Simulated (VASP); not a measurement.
# Zn4SeO3 in VASP: notebook, part 2 of 2

VASP 6.6.1. The steps go on from the part before.

### Step 3. Single point, PBE

This run uses another cell than the first one, of 14.52 Å³/atom.

Contents of INCAR:

```
SYSTEM = Zn4SeO3
PREC = Accurate
ENCUT = 520
EDIFF = 1E-7
ISMEAR = 0
SIGMA = 0.1
LREAL = .FALSE.
LASPH = .TRUE.
NELM = 80
ALGO = Normal
ISIF = 2
LWAVE = .FALSE.
LCHARG = .TRUE.
GGA = PE
LELF = .TRUE.
LVHAR = .TRUE.
NBANDS = 46
```

Contents of KPOINTS:

```
regular mesh
0
G
  4 4 4
  0 0 0
```

Contents of POSCAR:

```
Zn4SeO3
1.0
    4.9472314292      0.0016727101      0.0005344307
    0.0017324376      4.9291046957      0.0055918401
   -2.4738455792     -2.4598191894      4.7617165233
Zn Se O
4 1 3
Direct
    0.1440890087      0.1438096844      0.7201611536
    0.5765816739      0.5757720302      0.7199464004
    0.8567227928      0.4241193522      0.2803447313
    0.4238505739      0.8564303717      0.2798244617
   -0.0006852757     -0.0000989224     -0.0002176839
    0.4997979503      0.4999721806      1.0000386545
    0.7497529706      0.2498820913      0.4998582443
    0.2498903057      0.7501132120      0.5000440380
```

Potentials or basis: VASP PAW PBE potentials, release 64 (Zn, Se, O).

The run is started by

```sh
> cat potpaw_PBE.64/Zn/POTCAR potpaw_PBE.64/Se/POTCAR potpaw_PBE.64/O/POTCAR > POTCAR
> mpirun -np 1 vasp_std > vasp.out
```

OUTCAR:

```text
SYSTEM = Zn4SeO3
   PREC = Accurate
   ENCUT = 520
   EDIFF = 1E-7
   ISMEAR = 0
   LREAL = .FALSE.
   LASPH = .TRUE.
   NELM = 80
   ISIF = 2
   GGA = PE

 ion  position               nearest neighbor table
   1  0.144  0.144  0.720-   6 2.02   8 2.05   7 2.05   5 2.39   2 3.02
   2  0.577  0.576  0.720-   6 2.01   7 2.05   8 2.05   5 2.39   1 3.02
   3  0.857  0.424  0.280-   6 2.01   7 2.05   8 2.05   5 2.39   4 3.02
   4  0.424  0.856  0.280-   6 2.02   7 2.05   8 2.05   5 2.39   3 3.02
   5  0.999  1.000  1.000-   4 2.39   1 2.39   3 2.39   2 2.39
   6  0.500  0.500  0.000-   2 2.01   3 2.01   4 2.02   1 2.02
   7  0.750  0.250  0.500-   2 2.05   3 2.05   4 2.05   1 2.05
   8  0.250  0.750  0.500-   1 2.05   2 2.05   3 2.05   4 2.05

[... 1394 lines left out ...]
  external PRESSURE =       6.4261283 kB  Pullay stress =       0.0000000 kB

 VOLUME and BASIS-vectors are now :
 -----------------------------------------------------------------------------
  energy-cutoff  :      520.00
  volume of cell :      116.19
      direct lattice vectors                 reciprocal lattice vectors
     4.947231429  0.001672710  0.000534431     0.202121988 -0.000190055  0.104909875
     0.001732438  4.929104696  0.005591840    -0.000079865  0.202757851  0.104699655
    -2.473845579 -2.459819189  4.761716523    -0.000022591 -0.000238084  0.209873575

 POSITION                                       TOTAL-FORCE (eV/Angst)
 -----------------------------------------------------------------------------------
     -1.06848     -1.06237      3.43008        -0.003261     -0.004239     -0.010835
      1.07244      1.06807      3.43171        -0.002219      0.009473     -0.012795
      3.54561      1.40236      1.33775         0.005495      0.000717      0.010223
      1.40613      3.53383      1.33746        -0.005399     -0.001342      0.014665
      2.47227      2.47100      4.76681         0.000062      0.000969      0.000936
      2.47339      2.46516      0.00325        -0.001573     -0.000352     -0.001722
      2.47306      0.00339      2.38198         0.003538     -0.000794     -0.000163
      0.00053      2.46779      2.38540         0.003357     -0.004431     -0.000309
 -----------------------------------------------------------------------------------
    total drift:                                0.000439      0.000297     -0.000180

  FREE ENERGIE OF THE ION-ELECTRON SYSTEM (eV)
  ---------------------------------------------------
  free  energy   TOTEN  =       -31.9984325390 eV

  energy  without entropy=      -31.9984203603  energy(sigma->0) =      -31.99842645
```

OSZICAR:

```text
N       E                     dE             d eps       ncg     rms          rms(c)
DAV:   1     0.691732896589E+03    0.69173E+03   -0.34526E+04  3312   0.213E+03
DAV:   2     0.716720639574E+02   -0.62006E+03   -0.58935E+03  3328   0.496E+02
DAV:   3    -0.322750436570E+02   -0.10395E+03   -0.10161E+03  3596   0.182E+02
DAV:   4    -0.375975525372E+02   -0.53225E+01   -0.52892E+01  3860   0.434E+01
DAV:   5    -0.376476743124E+02   -0.50122E-01   -0.50107E-01  3680   0.437E+00    0.175E+01
DAV:   6    -0.318427788615E+02    0.58049E+01   -0.18751E+01  5386   0.674E+01    0.108E+01
DAV:   7    -0.320827609937E+02   -0.23998E+00   -0.58375E+00  3420   0.171E+01    0.672E+00
DAV:   8    -0.321096480674E+02   -0.26887E-01   -0.17232E+00  4764   0.829E+00    0.259E+00
DAV:   9    -0.319885158021E+02    0.12113E+00   -0.39961E-01  4988   0.729E+00    0.445E-01
DAV:  10    -0.319985502241E+02   -0.10034E-01   -0.11224E-01  3486   0.178E+00    0.243E-01
DAV:  11    -0.319983664732E+02    0.18375E-03   -0.46412E-03  3986   0.508E-01    0.827E-02
DAV:  12    -0.319984430593E+02   -0.76586E-04   -0.62048E-04  4182   0.338E-01    0.708E-02
DAV:  13    -0.319984288457E+02    0.14214E-04   -0.33617E-04  4582   0.212E-01    0.175E-02
DAV:  14    -0.319984317393E+02   -0.28936E-05   -0.53310E-05  3758   0.709E-02    0.827E-03
DAV:  15    -0.319984325063E+02   -0.76700E-06   -0.74365E-06  3986   0.246E-02    0.397E-03
DAV:  16    -0.319984325983E+02   -0.91988E-07   -0.18142E-06  3810   0.155E-02    0.254E-03
DAV:  17    -0.319984325390E+02    0.59275E-07   -0.39757E-07  3012   0.560E-03
   1 F= -.31998433E+02 E0= -.31998426E+02  d E =-.121787E-04
```

stdout:

```text
POSCAR found type information on POSCAR ZnSeO
 POSCAR found :  3 types and       8 ions
 scaLAPACK will be used
 LDA part: xc-table for (Slater+PW92), standard interpolation
 POSCAR, INCAR and KPOINTS ok, starting setup
 FFT: planning ... GRIDC
 FFT: planning ... GRID_SOFT
 FFT: planning ... GRID
 WAVECAR not read
 entering main loop
```

It took 10 min on 1 thread of Intel Xeon 8259CL, shared host; peak memory 0.36 GiB.

Results:

```
Free energy            : -31.9984 eV
Pressure               : 0.6 GPa
Largest force          : 0.016 eV/Å
Band gap on the k mesh : 0.46 eV
```

Forces in eV/Å, atoms in the order of the input:
```
Zn  -0.003 -0.004 -0.011
Zn  -0.002  0.009 -0.013
Zn   0.005  0.001  0.010
Zn  -0.005 -0.001  0.015
Se   0.000  0.001  0.001
O   -0.002  0.000 -0.002
O    0.004 -0.001  0.000
O    0.003 -0.004  0.000
```

Levels at points of the mesh, in eV from the valence-band top:
```csv
k point,band 34,band 35,band 36,band 37,band 38,band 39
"(0.00, 0.00, 0.00)",-0.02,-0.01,0.00,0.46,4.46,5.77
"(0.50, 0.00, 0.00)",-1.10,-0.83,-0.41,3.79,3.88,5.87
"(0.00, 0.50, 0.00)",-1.10,-0.84,-0.40,3.80,3.89,5.89
"(0.50, 0.50, 0.00)",-0.51,-0.48,-0.11,3.44,3.66,5.71
"(0.00, 0.00, 0.50)",-1.58,-0.38,-0.37,3.08,3.63,4.61
"(0.50, 0.00, 0.50)",-1.10,-0.83,-0.41,3.79,3.88,5.87
"(0.00, 0.50, 0.50)",-1.09,-0.84,-0.41,3.79,3.89,5.88
"(0.50, 0.50, 0.50)",-0.51,-0.48,-0.11,3.44,3.66,5.71
```
